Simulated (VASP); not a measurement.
# SiO2 (I4/mmm) in VASP: further runs

The runs below take SiO2 through single point, with PBE, r2SCAN.

All numbers are computed with VASP 6.6.1; they aren't measurements. Logs are shortened: lines on timing, memory, paths and dates and some standing lists are left out, and cuts for length are marked.

## 1. The cell of the first run

The structure is tetragonal, space group I4/mmm (No. 139). Conventional cell: a = 3.145 Å, b = 3.145 Å, c = 4.528 Å, α = 90.00°, β = 90.00°, γ = 90.00°. Si (site symmetry 4/mmm) has 8 O at 1.94 Å within 2.6 Å. Within 2.6 Å of O (site symmetry -4m2) lie 4 Si at 1.94 Å and 6 O at 2.22 to 2.26 Å.

## 2. Single point, PBE (biaxial xy strain -1.8%)

Input file INCAR:

```
ALGO     = Normal         # electronic algorithm
EDIFF    = 1E-6           # SCF threshold, eV
ENCUT    = 520            # plane-wave cutoff, eV
GGA      = PE             # functional
ISIF     = 2              # what is computed and relaxed
ISMEAR   = -1             # smearing method
LASPH    = T              # aspherical terms in the spheres
LCHARG   = T              # write CHGCAR
LELF     = T              # ELF
LREAL    = F              # projectors in reciprocal space
LVHAR    = T            
LWAVE    = F              # write WAVECAR
NBANDS   = 15             # bands
NELM     = 60             # most SCF steps
PREC     = Accurate       # precision mode
SIGMA    = 0.02           # smearing width, eV
```

Input file KPOINTS:

```
k-points
0
Gamma
  10 10 10
```

Input file POSCAR:

```
SiO2
1.0
    0.0000000000      2.2238669013      2.2641691115
    2.2238669013      0.0000000000      2.2641691115
    2.2238669013      2.2238669013      0.0000000000
Si O
1 2
Direct
    0.0000000000      0.0000000000      0.0000000000
    0.2500000000      0.2500000000      0.2500000000
    0.7500000000      0.7500000000      0.7500000000
```

Potentials or basis: VASP PAW PBE potentials, release 64 (Si, O).

Command:

```console
> cat potpaw_PBE.64/Si/POTCAR potpaw_PBE.64/O/POTCAR > POTCAR
> mpirun -np 1 vasp_std > vasp.out
```

OUTCAR:

```text
EDIFF = 1E-6
   ENCUT = 520
   GGA = PE
   ISIF = 2
   ISMEAR = -1
   LASPH = T
   LREAL = F
   NELM = 60
   PREC = Accurate

 ion  position               nearest neighbor table
   1  0.000  0.000  0.000-   3 1.94   3 1.94   3 1.94   2 1.94   3 1.94   2 1.94   2 1.94   2 1.94

   2  0.250  0.250  0.250-   1 1.94   1 1.94   1 1.94   1 1.94
   3  0.750  0.750  0.750-   1 1.94   1 1.94   1 1.94   1 1.94

  LATTYP: Found a body centered tetragonal cell.
 ALAT       =     3.1450227327
 C/A-ratio  =     1.4398427636

  Lattice vectors:

 A1 = (  -2.2238669013,   0.0000000000,   2.2641691115)
 A2 = (   2.2238669013,   0.0000000000,   2.2641691115)
 A3 = (   0.0000000000,   2.2238669013,  -2.2641691115)

Analysis of symmetry for initial positions (statically):
=====================================================================
 Subroutine PRICEL returns:
 Original cell was already a primitive cell.

 Routine SETGRP: Setting up the symmetry group for a
 body centered tetragonal supercell.

 Subroutine GETGRP returns: Found 16 space group operations
 (whereof 16 operations were pure point group operations)
 out of a pool of 16 trial point group operations.

The static configuration has the point symmetry D_4h.

Analysis of symmetry for dynamics (positions and initial velocities):
=====================================================================
 Subroutine PRICEL returns:
 Original cell was already a primitive cell.

 Routine SETGRP: Setting up the symmetry group for a
 body centered tetragonal supercell.

 Subroutine GETGRP returns: Found 16 space group operations
 (whereof 16 operations were pure point group operations)
 out of a pool of 16 trial point group operations.

The dynamic configuration has the point symmetry D_4h.

 Subroutine INISYM returns: Found 16 space group operations
 (whereof 16 operations are pure point group operations),
 and found     1 'primitive' translations

----------------------------------------------------------------------------------------

                                     Primitive cell

  volume of cell :      22.3953

  direct lattice vectors                    reciprocal lattice vectors
     0.000000000  2.223866901  2.264169112    -0.224833599  0.224833599  0.220831561
     2.223866901  0.000000000  2.264169112     0.224833599 -0.224833599  0.220831561
     2.223866901  2.223866901  0.000000000     0.224833599  0.224833599 -0.220831561

[... 95 lines left out ...]
   PSTRESS=    0.0 pullay stress
   NELECT =      16.0000    total number of electrons
   NUPDOWN=      -1.0000    fix difference up-down
   EMIN   =  10.00;   EMAX   =-10.00  energy-range for DOS
   EFERMI =   0.00;   METHOD = LEGACY
   ISMEAR =    -1;   SIGMA  =   0.02  broadening in eV -4-tet -1-fermi 0-gaus
   EFERMI_NEDOS =   21; number of points for ismear=-14 and -15
   IALGO  =     38    algorithm
   IMIX   =      4    mixing-type and parameters
     AMIX     =   0.40;   BMIX     =  1.00
     AMIX_MAG =   1.60;   BMIX_MAG =  1.00
  volume/ion in A,a.u.               =       7.47        50.38
  Fermi-wavevector in a.u.,A,eV,Ry     =   1.463511  2.765635 29.141838  2.141865
  Thomas-Fermi vector in A             =   2.579597
   LORBIT       =      0    0 simple, 1 ext, 2 COOP (PROOUT), +10 PAW based schemes
   GGA     = PE    functional components
   LHFCALC =     F    Hartree Fock is set to
   AEXX    =    0.0000 exact exchange contribution
   IVDW    =     0    specifies the selected vdW correction
   LEPSILON=     F    determine dielectric tensor
   LRPA    =     F    only Hartree local field effects (RPA)
 non-spin polarized calculation
  energy-cutoff  :      520.00
  volume of cell :       22.40
 maximum number of plane-waves:       616
   NGX = 11   NGY = 11   NGZ = 11

 number of electron      16.0000003 magnetization

 Free energy of the ion-electron system (eV)
  ---------------------------------------------------
  ext. energy  EPLUGINS =         0.00000000
  ---------------------------------------------------
  free energy    TOTEN  =       -19.79949684 eV

  energy without entropy =      -19.79949684  energy(sigma->0) =      -19.79949684

 E-fermi :  10.7375     XC(G=0): -12.6010

 val. band max:       10.3380825962   @ k =   0.5000   0.0000   0.5000
 cond. band min:      12.2309700830   @ k =   0.5000   0.0000   0.5000
 fundamental gap:      1.8928874868
 Fermi energy:        10.7374993562

 k-point     1 :       0.0000    0.0000    0.0000
  band No.  band energies     occupation
      1     -13.2071      2.00000
      2      -5.8670      2.00000
      3       4.1037      2.00000
      4       4.1037      2.00000
      5       4.2120      2.00000
      6       7.5862      2.00000
      7       8.0377      2.00000
      8       8.0377      2.00000
      9      12.9575      0.00000
     10      16.2227      0.00000
     11      16.2227      0.00000
     12      16.3578      0.00000
     13      22.4525      0.00000
     14      22.9442      0.00000
[... 401 lines left out ...]
      2      -7.6488      2.00000
      3       0.0792      2.00000
      4       2.2387      2.00000
      5       2.2789      2.00000
      6       8.5586      2.00000
      7       8.8127      2.00000
      8       8.8371      2.00000
      9      13.4318      0.00000
     10      18.0277      0.00000
     11      21.5736      0.00000
     12      21.6603      0.00000
     13      22.8274      0.00000
     14      26.0714      0.00000
     15      29.8294      0.00000

 [... further k-points ...]

------------------------ aborting loop because EDIFF is reached ----------------------------------------

  FORCE on cell =-STRESS in cart. coord.  units (eV):
  Direction    XX          YY          ZZ          XY          YZ          ZX
  --------------------------------------------------------------------------------------
  -------------------------------------------------------------------------------------
  Total        4.1042825      4.1042825      1.2103128      0.0000000     -0.0000000      0.0000000
  in kB      293.6238936    293.6238936     86.5868163      0.0000000     -0.0000000      0.0000000
  external PRESSURE =     224.6115345 kB  Pullay stress =       0.0000000 kB

 VOLUME and BASIS-vectors are now :
 -----------------------------------------------------------------------------
  energy-cutoff  :      520.00
  volume of cell :       22.40
      direct lattice vectors                 reciprocal lattice vectors
     0.000000000  2.223866901  2.264169112    -0.224833599  0.224833599  0.220831561
     2.223866901  0.000000000  2.264169112     0.224833599 -0.224833599  0.220831561
     2.223866901  2.223866901  0.000000000     0.224833599  0.224833599 -0.220831561

 POSITION                                       TOTAL-FORCE (eV/Angst)
 -----------------------------------------------------------------------------------
      0.00000      0.00000      0.00000        -0.000000      0.000000     -0.000000
      1.11193      1.11193      1.13208         0.000000      0.000000      0.000000
      3.33580      3.33580      3.39625        -0.000000     -0.000000     -0.000000
 -----------------------------------------------------------------------------------
    total drift:                                0.000000      0.000000      0.000000

  FREE ENERGIE OF THE ION-ELECTRON SYSTEM (eV)
  ---------------------------------------------------
  free  energy   TOTEN  =       -19.7994968385 eV

  energy  without entropy=      -19.7994968385  energy(sigma->0) =      -19.79949684
```

OSZICAR:

```text
N       E                     dE             d eps       ncg     rms          rms(c)
DAV:   1     0.509866778114E+02    0.50987E+02   -0.88315E+03  3186   0.101E+03
DAV:   2    -0.206112093252E+02   -0.71598E+02   -0.64012E+02  4016   0.221E+02
DAV:   3    -0.225799685021E+02   -0.19688E+01   -0.19631E+01  3669   0.347E+01
DAV:   4    -0.225866100442E+02   -0.66415E-02   -0.66410E-02  3865   0.240E+00
DAV:   5    -0.225866425989E+02   -0.32555E-04   -0.32554E-04  3767   0.161E-01    0.114E+01
DAV:   6    -0.197992182409E+02    0.27874E+01   -0.52800E+00  3263   0.216E+01    0.430E+00
DAV:   7    -0.197990074999E+02    0.21074E-03   -0.29294E-01  3802   0.443E+00    0.177E+00
DAV:   8    -0.197976025645E+02    0.14049E-02   -0.13439E-02  3354   0.127E+00    0.529E-01
DAV:   9    -0.197992516959E+02   -0.16491E-02   -0.28572E-03  3417   0.528E-01    0.170E-01
DAV:  10    -0.197995070959E+02   -0.25540E-03   -0.52194E-04  3354   0.176E-01    0.318E-02
DAV:  11    -0.197994939143E+02    0.13182E-04   -0.30834E-05  4089   0.491E-02    0.660E-03
DAV:  12    -0.197994967517E+02   -0.28374E-05   -0.42183E-06  3291   0.165E-02    0.265E-03
DAV:  13    -0.197994968385E+02   -0.86746E-07   -0.48974E-08  3007   0.175E-03
   1 F= -.19799497E+02 E0= -.19799497E+02  d E =-.378737E-11
```

stdout:

```text
POSCAR found type information on POSCAR SiO
 POSCAR found :  2 types and       3 ions
 scaLAPACK will be used
 LDA part: xc-table for (Slater+PW92), standard interpolation
 POSCAR, INCAR and KPOINTS ok, starting setup
 FFT: planning ... GRIDC
 FFT: planning ... GRID_SOFT
 FFT: planning ... GRID
 WAVECAR not read
 entering main loop
```

It took 31 s on 1 thread of Intel Xeon 8259CL, shared host; peak memory 0.15 GiB.

What came out:

```
Free energy            : -19.7995 eV
Pressure               : 22.5 GPa
Band gap on the k mesh : 1.89 eV
```

Levels at points of the mesh, in eV from the valence-band top:
| k point | band 6 | band 7 | band 8 | band 9 | band 10 | band 11 |
| --- | --- | --- | --- | --- | --- | --- |
| (0.00, 0.00, 0.00) | -2.75 | -2.30 | -2.30 | 2.62 | 5.88 | 5.88 |
| (0.50, 0.00, 0.00) | -5.32 | -4.88 | -4.79 | 6.35 | 9.92 | 10.26 |
| (0.50, 0.50, 0.00) | -1.07 | -1.07 | -0.26 | 2.21 | 8.76 | 11.36 |
| (0.50, 0.00, 0.50) | -1.37 | -0.97 | 0.00 | 1.89 | 8.47 | 11.45 |

Caveat: the cell differs from its parent crystal (biaxial xy strain -1.8%); the cell stands under pressure. A k mesh can miss the band edges.

## 3. Single point, PBE (uniaxial z strain +4.0%)

Input file INCAR:

```
SYSTEM = SiO2
ALGO     = Normal         ! electronic algorithm
EDIFF    = 1E-6           ! SCF threshold, eV
ENCUT    = 520            ! plane-wave cutoff, eV
GGA      = PE             ! functional
ISIF     = 2              ! what is computed and relaxed
ISMEAR   = -1             ! smearing method
LASPH    = .True.         ! aspherical terms in the spheres
LCHARG   = .False.        ! write CHGCAR
LREAL    = .False.        ! projectors in reciprocal space
LWAVE    = .False.        ! write WAVECAR
NBANDS   = 15             ! bands
NELM     = 60             ! most SCF steps
PREC     = Accurate       ! precision mode
SIGMA    = 0.02           ! smearing width, eV
```

Input file KPOINTS:

```
k-points
0
Gamma
  10 10 10
  0 0 0
```

Input file POSCAR:

```
SiO2
1.0
    0.0000000000      2.2641691115      2.3556415436
    2.2641691115      0.0000000000      2.3556415436
    2.2641691115      2.2641691115      0.0000000000
Si O
1 2
Direct
    0.0000000000      0.0000000000      0.0000000000
    0.2500000000      0.2500000000      0.2500000000
    0.7500000000      0.7500000000      0.7500000000
```

Potentials or basis: VASP PAW PBE potentials, release 64 (Si, O).

Command:

```console
> cat potpaw_PBE.64/Si/POTCAR potpaw_PBE.64/O/POTCAR > POTCAR
> mpirun -np 1 vasp_std > vasp.out
```

Wall time 33 s (1 thread of Intel Xeon 8259CL, shared host); peak memory 0.15 GiB.

It converged, with:

| Item | Value |
| --- | --- |
| Free energy | -19.8513 eV |
| Pressure | -0.5 GPa |
| Band gap on the k mesh | 1.42 eV (least direct gap 1.58 eV) |

Stress tensor (GPa, compression positive):
```
 12.63   0.00   0.00
  0.00  12.63   0.00
  0.00   0.00 -26.62
```

Levels at points of the mesh, in eV from the valence-band top:
| k point | band 6 | band 7 | band 8 | band 9 | band 10 | band 11 |
| --- | --- | --- | --- | --- | --- | --- |
| (0.00, 0.00, 0.00) | -2.98 | -2.06 | -2.06 | 1.42 | 5.56 | 5.56 |
| (0.50, 0.00, 0.00) | -5.04 | -4.54 | -4.36 | 5.42 | 9.13 | 9.43 |
| (0.50, 0.50, 0.00) | -0.97 | -0.97 | -0.52 | 2.27 | 7.98 | 10.58 |
| (0.50, 0.00, 0.50) | -1.59 | -0.80 | 0.00 | 1.58 | 7.37 | 10.77 |

Caveat: the cell differs from its parent crystal (uniaxial z strain +4.0%).

[end of part 1 of 2]
